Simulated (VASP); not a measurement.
Here is a VASP 6.6.1 calculation.

INCAR

```
SYSTEM = KCl
ALGO = Normal ; EDIFF = 1E-6
ENCUT = 500 ; GGA = PE
GGA_COMPAT = .False. ; ISIF = 2
ISMEAR = -4 ; LASPH = .True.
LCHARG = .False. ; LREAL = .False.
LWAVE = .False. ; NBANDS = 15
NELM = 120 ; PREC = Accurate
SIGMA = 0.02
```

KPOINTS

```
k-points
0
Gamma
  6 6 6
  0 0 0
```

The input POSCAR:

```
KCl
1.0
    3.8933000000      0.0000000000      0.0000000000
    0.0000000000      3.8933000000      0.0000000000
    0.0000000000      0.0000000000      3.8933000000
K Cl
1 1
Direct
    0.0000000000      0.0000000000      0.0000000000
    0.5000000000      0.5000000000      0.5000000000
```

Potentials or basis: VASP PAW PBE potentials, release 64 (K_sv, Cl).

Launch:

```bash
$ cat potpaw_PBE.64/K_sv/POTCAR potpaw_PBE.64/Cl/POTCAR > POTCAR
$ mpirun -np 1 vasp_std > vasp.out
```

(1) Estimate the band gap on the k mesh.

(2) Predict the pressure.

Answers

(1) 4.63 eV, indirect (least direct gap 4.82 eV).

(2) -0.8 GPa.
